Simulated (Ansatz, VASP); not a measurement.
**Two plane-wave programs on ZnCu**

INCAR

```
PREC = Accurate ; ENCUT = 600
EDIFF = 1E-7 ; ISMEAR = 0
SIGMA = 0.1 ; LREAL = False
LASPH = True ; NELM = 60
ALGO = Normal ; ISIF = 3
LWAVE = False ; LCHARG = False
GGA = PE ; IBRION = 2
NSW = 100 ; EDIFFG = -0.005
```

Contents of KPOINTS:

```
regular mesh
0
Gamma
  14 14 14
```

Contents of POSCAR:

```
ZnCu
1.0
    2.9450000000      0.0000000000      0.0000000000
    0.0000000000      2.9450000000      0.0000000000
    0.0000000000      0.0000000000      2.9450000000
Zn Cu
1 1
Direct
    0.5000000000      0.5000000000      0.5000000000
    0.0000000000      0.0000000000      0.0000000000
```

Input for Ansatz:

```yaml
crystal:
  lattice:
    - [2.945, 0.0, 0.0]
    - [0.0, 2.945, 0.0]
    - [0.0, 0.0, 2.945]
  atoms:
    - { symbol: Zn, position: [0.5, 0.5, 0.5] }
    - { symbol: Cu, position: [0.0, 0.0, 0.0] }
basis:
  ecutwfc: 420
kpoints:
  mp_grid: { grid: [14, 14, 14] }
hamiltonian:
  xc: pbe
scf:
  occupations: { method: gaussian, width: 0.1 }
output:
  forces: true
  stress: true
  eigenvalues: true
relax:
  adjacent_minimum: "off"
  f_tol: 0.005
  max_steps: 80
  cell: { stress_tol: 0.05 }
```

Alike in both runs: task relaxation of cell and atoms; functional PBE; k mesh 14 × 14 × 14; occupations gaussian, width 0.1 eV; no spin polarisation.

|  | VASP | Ansatz |
| --- | --- | --- |
| version | VASP 6.6.1 | Ansatz 0.2.0 |
| potentials or method | VASP PAW PBE potentials, release 64 (Zn, Cu), cutoff 600 eV | scalar-relativistic, plane waves, PAW |
| valence electrons in the cell | 23 | 31 |

|  | VASP | Ansatz | Ansatz less VASP |
| --- | --- | --- | --- |
| gap on the k mesh at the Fermi level, each at its own relaxed structure (eV) | none | none | - |
| relaxed volume (Å³/atom) | 13.07 | 13.01 | -0.059 |
| relaxed cell length with the largest relative difference (Å) | 2.968 | 2.963 | -0.0045 |

A gap of «none» marks a metal or a gap that the smearing closes. VASP's potentials hold 23 valence electrons a cell and Ansatz's 31, so a difference there can come from the potentials and not from the codes.
